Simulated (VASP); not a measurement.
# CdS (F-43m) in VASP: notebook

CdS is run at these levels: LDA; tasks: relaxation of cell and atoms.

Program: VASP 6.6.1. These are calculated values, not measurements. Logs are shortened: lines on timing, memory, paths and dates and some standing lists are left out, and cuts for length are marked.

**1. The cell of the first run**

Symmetry: F-43m, No. 216, cubic system. The conventional cell has a = 5.757 Å, b = 5.757 Å, c = 5.757 Å, α = 90.00°, β = 90.00°, γ = 90.00°. Within 3.3 Å of Cd (site symmetry -43m) lie 4 S at 2.49 Å. Within 3.3 Å of S (site symmetry -43m) lie 4 Cd at 2.49 Å.

**2. Relaxation of cell and atoms, LDA, target pressure 4 GPa, at which the enthalpy is minimised**

INCAR

```
SYSTEM = CdS
PREC = Accurate
ENCUT = 600
EDIFF = 1E-6
ISMEAR = 0
SIGMA = 0.01
LREAL = .FALSE.
LASPH = .TRUE.
NELM = 100
ALGO = Normal
ISIF = 3
LWAVE = .FALSE.
LCHARG = .FALSE.
GGA = CA
IBRION = 2
NSW = 100
EDIFFG = -0.002
PSTRESS = 40.0
```

KPOINTS

```
regular mesh
0
G
  8 8 8
  0 0 0
```

POSCAR

```
CdS
1.0
    0.0000000000      2.8782620995      2.8782620995
    2.8782620995      0.0000000000      2.8782620995
    2.8782620995      2.8782620995      0.0000000000
Cd S
1 1
Direct
    0.0000000000      0.0000000000      0.0000000000
    0.7500000000      0.7500000000      0.7500000000
```

Potentials or basis: VASP PAW LDA potentials, release 64 (Cd, S).

Run with:

```bash
> cat potpaw_LDA.64/Cd/POTCAR potpaw_LDA.64/S/POTCAR > POTCAR
> mpirun -np 1 vasp_std > vasp.out
```

OUTCAR:

```text
SYSTEM = CdS
   PREC = Accurate
   ENCUT = 600
   EDIFF = 1E-6
   ISMEAR = 0
   LREAL = .FALSE.
   LASPH = .TRUE.
   NELM = 100
   ISIF = 3
   GGA = CA
   IBRION = 2
   NSW = 100
   EDIFFG = -0.002
   PSTRESS = 40.0

 ion  position               nearest neighbor table
   1  0.000  0.000  0.000-   2 2.49   2 2.49   2 2.49   2 2.49
   2  0.750  0.750  0.750-   1 2.49   1 2.49   1 2.49   1 2.49

  LATTYP: Found a face centered cubic cell.
 ALAT       =     5.7565241990

  Lattice vectors:

 A1 = (   0.0000000000,   2.8782620995,   2.8782620995)
 A2 = (   2.8782620995,   0.0000000000,   2.8782620995)
 A3 = (   2.8782620995,   2.8782620995,   0.0000000000)

Analysis of symmetry for initial positions (statically):
=====================================================================
 Subroutine PRICEL returns:
 Original cell was already a primitive cell.

 Routine SETGRP: Setting up the symmetry group for a
 face centered cubic supercell.

 Subroutine GETGRP returns: Found 24 space group operations
 (whereof 24 operations were pure point group operations)
 out of a pool of 48 trial point group operations.

The static configuration has the point symmetry T_d .

Analysis of symmetry for dynamics (positions and initial velocities):
=====================================================================
 Subroutine PRICEL returns:
 Original cell was already a primitive cell.

 Routine SETGRP: Setting up the symmetry group for a
 face centered cubic supercell.

 Subroutine GETGRP returns: Found 24 space group operations
 (whereof 24 operations were pure point group operations)
 out of a pool of 48 trial point group operations.

The dynamic configuration has the point symmetry T_d .

 Subroutine INISYM returns: Found 24 space group operations
 (whereof 24 operations are pure point group operations),
 and found     1 'primitive' translations

----------------------------------------------------------------------------------------

                                     Primitive cell

  volume of cell :      47.6893

  direct lattice vectors                    reciprocal lattice vectors
     0.000000000  2.878262100  2.878262100    -0.173715938  0.173715938  0.173715938
     2.878262100  0.000000000  2.878262100     0.173715938 -0.173715938  0.173715938
     2.878262100  2.878262100  0.000000000     0.173715938  0.173715938 -0.173715938

  length of vectors
     4.070477297  4.070477297  4.070477297     0.300884830  0.300884830  0.300884830

  position of ions in fractional coordinates (direct lattice)
     0.000000000  0.000000000  0.000000000
     0.750000000  0.750000000  0.750000000

  ion indices of the primitive-cell ions
   primitive index   ion index
                 1           1
                 2           2

----------------------------------------------------------------------------------------

 KPOINTS: regular mesh

Automatic generation of k-mesh.
 Grid dimensions read from file:
 generate k-points for:    8    8    8

 Generating k-lattice:

  Cartesian coordinates                     Fractional coordinates (reciprocal lattice)
    -0.021714492  0.021714492  0.021714492     0.125000000  0.000000000  0.000000000
     0.021714492 -0.021714492  0.021714492     0.000000000  0.125000000  0.000000000
     0.021714492  0.021714492 -0.021714492     0.000000000  0.000000000  0.125000000

  Length of vectors
     0.037610604  0.037610604  0.037610604

  Shift w.r.t. Gamma in fractional coordinates (k-lattice)
     0.000000000  0.000000000  0.000000000

 Subroutine IBZKPT returns following result:
 ===========================================

 Found     29 irreducible k-points:

 Following reciprocal coordinates:
            Coordinates               Weight
  0.000000  0.000000  0.000000      1.000000
  0.125000  0.000000  0.000000      8.000000
  0.250000  0.000000  0.000000      8.000000
  0.375000  0.000000  0.000000      8.000000
  0.500000  0.000000  0.000000      4.000000
  0.125000  0.125000  0.000000      6.000000
[... 16 lines left out ...]
  0.500000  0.250000  0.125000     48.000000
 -0.375000  0.250000  0.125000     24.000000
 [... further k-points ...]
   k-points           NKPTS =     29   k-points in BZ     NKDIM =     29   number of bands    NBANDS=     13
   number of dos      NEDOS =    301   number of ions     NIONS =      2
   total plane-waves  NPLWV =  46656
   dimension x,y,z NGX =    36 NGY =   36 NGZ =   36
   dimension x,y,z NGXF=    72 NGYF=   72 NGZF=   72
   ions per type =               1   1
   NGX,Y,Z   is equivalent  to a cutoff of  14.70, 14.70, 14.70 a.u.
   NGXF,Y,Z  is equivalent  to a cutoff of  29.41, 29.41, 29.41 a.u.
 SYSTEM =  CdS
   PREC   = accura    normal or accurate (medium, high low for compatibility)
   ISTART =      0    job   : 0-new  1-cont  2-samecut
   ICHARG =      2    charge: 1-file 2-atom 10-const
   ISPIN  =      1    spin polarized calculation?
   LNONCOLLINEAR =      F non collinear calculations
   LSORBIT =      F    spin-orbit coupling
   LASPH  =      T    aspherical Exc in radial PAW
   ENCUT  =  600.0 eV  44.10 Ry    6.64 a.u.   8.13  8.13  8.13*2*pi/ulx,y,z
   NELM   =    100;   NELMIN=  2; NELMDL= -5     # of ELM steps
   EDIFF  = 0.1E-05   stopping-criterion for ELM
   LREAL  =      F    real-space projection
   EDIFFG = -.2E-02   stopping-criterion for IOM
   NSW    =    100    number of steps for IOM
   IBRION =      2    ionic relax: 0-MD 1-quasi-New 2-CG
   NFREE  =      1    steps in history (QN), initial steepest desc. (CG)
   ISIF   =      3    stress and relaxation
   ISYM   =      2    0-nonsym 1-usesym 2-fastsym
   POTIM  = 0.5000    time-step for ionic-motion
   TEBEG  =    0.0;   TEEND  =   0.0 temperature during run
   PSTRESS=   40.0 pullay stress
   NELECT =      18.0000    total number of electrons
   NUPDOWN=      -1.0000    fix difference up-down
   EMIN   =  10.00;   EMAX   =-10.00  energy-range for DOS
   EFERMI =   0.00;   METHOD = LEGACY
   ISMEAR =     0;   SIGMA  =   0.01  broadening in eV -4-tet -1-fermi 0-gaus
   EFERMI_NEDOS =   21; number of points for ismear=-14 and -15
   IALGO  =     38    algorithm
   IMIX   =      4    mixing-type and parameters
     AMIX     =   0.40;   BMIX     =  1.00
     AMIX_MAG =   1.60;   BMIX_MAG =  1.00
  volume/ion in A,a.u.               =      23.84       160.91
  Fermi-wavevector in a.u.,A,eV,Ry     =   1.183111  2.235755 19.044763  1.399751
  Thomas-Fermi vector in A             =   2.319351
   LORBIT       =      0    0 simple, 1 ext, 2 COOP (PROOUT), +10 PAW based schemes
   GGA     = CA    functional components
   LHFCALC =     F    Hartree Fock is set to
   AEXX    =    0.0000 exact exchange contribution
   IVDW    =     0    specifies the selected vdW correction
   LEPSILON=     F    determine dielectric tensor
   LRPA    =     F    only Hartree local field effects (RPA)
 conjugate gradient relaxation of ions
 non-spin polarized calculation
 Gauss-broadening in eV      SIGMA  =   0.01
  energy-cutoff  :      600.00
  volume of cell :       47.69
 maximum number of plane-waves:      1639
 NGX is ok and might be reduce to    36
   NGX = 17   NGY = 17   NGZ = 17

--------------------------------------- Ionic step        1  -------------------------------------------

 number of electron      18.0000001 magnetization

 Free energy of the ion-electron system (eV)
  ---------------------------------------------------
  ext. energy  EPLUGINS =         0.00000000
  ---------------------------------------------------
  free energy    TOTEN  =        -7.40660921 eV

  energy without entropy =       -7.40660921  energy(sigma->0) =       -7.40660921

------------------------ aborting loop because EDIFF is reached ----------------------------------------

  FORCE on cell =-STRESS in cart. coord.  units (eV):
  Direction    XX          YY          ZZ          XY          YZ          ZX
  --------------------------------------------------------------------------------------
  -------------------------------------------------------------------------------------
  Total        0.1563686      0.1563686      0.1563686     -0.0000000      0.0000000     -0.0000000
  in kB        5.2533826      5.2533826      5.2533826     -0.0000000      0.0000000     -0.0000000
  external PRESSURE =     -34.7466174 kB  Pullay stress =      40.0000000 kB

 VOLUME and BASIS-vectors are now :
 -----------------------------------------------------------------------------
  energy-cutoff  :      600.00
  volume of cell :       47.69
      direct lattice vectors                 reciprocal lattice vectors
     0.000000000  2.878262100  2.878262100    -0.173715938  0.173715938  0.173715938
     2.878262100  0.000000000  2.878262100     0.173715938 -0.173715938  0.173715938
     2.878262100  2.878262100  0.000000000     0.173715938  0.173715938 -0.173715938
[... 8 lines left out ...]
  FREE ENERGIE OF THE ION-ELECTRON SYSTEM (eV)
  ---------------------------------------------------
  free  energy   TOTEN  =        -7.4066092069 eV

  energy  without entropy=       -7.4066092069  energy(sigma->0) =       -7.40660921

  enthalpy is  TOTEN    =        -6.2159967513 eV   P V=        1.1906124556

--------------------------------------- Ionic step        2  -------------------------------------------

 number of electron      17.9999998 magnetization

 E-fermi :   2.2735     XC(G=0): -10.1204

 val. band max:        2.2214337939   @ k =   0.0000   0.0000   0.0000
 cond. band min:       3.3559300906   @ k =   0.0000   0.0000   0.0000
 fundamental gap:      1.1344962967
 Fermi energy:         2.2735367267

 k-point     1 :       0.0000    0.0000    0.0000
  band No.  band energies     occupation
      1     -10.9278      2.00000
      2      -6.0835      2.00000
      3      -6.0835      2.00000
      4      -6.0835      2.00000
      5      -5.4246      2.00000
      6      -5.4246      2.00000
      7       2.2214      2.00000
      8       2.2214      2.00000
      9       2.2214      2.00000
     10       3.3559      0.00000
     11       8.5223      0.00000
     12       8.5223      0.00000
     13       8.5223      0.00000

 k-point     2 :       0.1250    0.0000    0.0000
  band No.  band energies     occupation
      1     -10.8459      2.00000
      2      -6.0533      2.00000
      3      -6.0533      2.00000
      4      -6.0294      2.00000
      5      -5.4266      2.00000
      6      -5.4266      2.00000
      7       1.0587      2.00000
      8       2.0645      2.00000
      9       2.0645      2.00000
     10       4.2439      0.00000
     11       8.2951      0.00000
[... 383 lines left out ...]
  FREE ENERGIE OF THE ION-ELECTRON SYSTEM (eV)
  ---------------------------------------------------
  free  energy   TOTEN  =        -7.3310691973 eV

  energy  without entropy=       -7.3310691973  energy(sigma->0) =       -7.33106920

  enthalpy is  TOTEN    =        -6.2273600485 eV   P V=        1.1037091488

--------------------------------------- Ionic step        3  -------------------------------------------

 number of electron      18.0000001 magnetization

 Free energy of the ion-electron system (eV)
  ---------------------------------------------------
  ext. energy  EPLUGINS =         0.00000000
  ---------------------------------------------------
  free energy    TOTEN  =        -7.37826086 eV

  energy without entropy =       -7.37826086  energy(sigma->0) =       -7.37826086

 E-fermi :   1.9639     XC(G=0):  -9.9737

 val. band max:        1.9078706048   @ k =   0.0000   0.0000   0.0000
 cond. band min:       2.9788223091   @ k =   0.0000   0.0000   0.0000
 fundamental gap:      1.0709517043
 Fermi energy:         1.9638558804

 k-point     1 :       0.0000    0.0000    0.0000
  band No.  band energies     occupation
      1     -11.0110      2.00000
      2      -6.2361      2.00000
      3      -6.2361      2.00000
      4      -6.2361      2.00000
      5      -5.6277      2.00000
      6      -5.6277      2.00000
      7       1.9079      2.00000
      8       1.9079      2.00000
      9       1.9079      2.00000
     10       2.9788      0.00000
     11       8.2328      0.00000
     12       8.2328      0.00000
     13       8.2328      0.00000

 k-point     2 :       0.1250    0.0000    0.0000
  band No.  band energies     occupation
      1     -10.9340      2.00000
      2      -6.2080      2.00000
      3      -6.2080      2.00000
      4      -6.1823      2.00000
      5      -5.6295      2.00000
      6      -5.6295      2.00000
      7       0.7660      2.00000
      8       1.7600      2.00000
      9       1.7600      2.00000
     10       3.8682      0.00000
     11       7.9919      0.00000
[... 376 lines left out ...]
 POSITION                                       TOTAL-FORCE (eV/Angst)
 -----------------------------------------------------------------------------------
      0.00000      0.00000      0.00000        -0.000000     -0.000000      0.000000
      4.25374      4.25374      4.25374         0.000000      0.000000     -0.000000
 -----------------------------------------------------------------------------------
    total drift:                               -0.000000     -0.000000     -0.000000

  FREE ENERGIE OF THE ION-ELECTRON SYSTEM (eV)
  ---------------------------------------------------
  free  energy   TOTEN  =        -7.3782608555 eV

  energy  without entropy=       -7.3782608555  energy(sigma->0) =       -7.37826086

  enthalpy is  TOTEN    =        -6.2395357835 eV   P V=        1.1387250720

 reached required accuracy - stopping structural energy minimisation
```

Wall time 88 s (1 thread of Intel Xeon 8259CL, shared host); peak memory 0.19 GiB.

What came out:

* Free energy: -7.3783 eV
* Relaxed volume: 22.81 Å³/atom
* Relaxed cell: a = 4.010 Å, b = 4.010 Å, c = 4.010 Å, α = 60.00°, β = 60.00°, γ = 60.00°
* Space group after relaxing (to 0.1 Å): F-43m (No. 216)
* Energy change on relaxing (the run minimises the enthalpy): +14.2 meV/atom
* Ionic steps: 3
* Pressure after relaxing: 4.0 GPa
* Band gap on the k mesh: 1.07 eV

The path:
```
step  energy change (eV)  largest force (eV/Å)  pressure (GPa)  volume (Å³)
   1              0.0000                0.0000            0.53        47.69
   2              0.0755                0.0000            6.88        44.21
   3              0.0283                0.0000            3.99        45.61
```

Final structure:
```yaml
crystal:
  lattice:
    - [0.00000, 2.83583, 2.83583]
    - [2.83583, 0.00000, 2.83583]
    - [2.83583, 2.83583, 0.00000]
  atoms:
    - { symbol: Cd, position: [0.00000, 0.00000, 0.00000] }
    - { symbol: S, position: [0.75000, 0.75000, 0.75000] }
```

Levels at points of the mesh, in eV from the valence-band top:
| k point | band 6 | band 7 | band 8 | band 9 | band 10 | band 11 | band 12 | band 13 |
| --- | --- | --- | --- | --- | --- | --- | --- | --- |
| (0.00, 0.00, 0.00) | -7.54 | 0.00 | 0.00 | 0.00 | 1.07 | 6.32 | 6.32 | 6.32 |
| (0.50, 0.00, 0.00) | -7.07 | -5.07 | -0.90 | -0.90 | 2.90 | 6.83 | 6.83 | 7.46 |
| (0.50, 0.50, 0.00) | -7.00 | -4.44 | -2.24 | -2.24 | 3.16 | 4.24 | 9.34 | 11.05 |

Caveat: the cell is relaxed towards a set pressure, so the run minimises the enthalpy, not the energy.

(Part 1 of 2 ends here.)
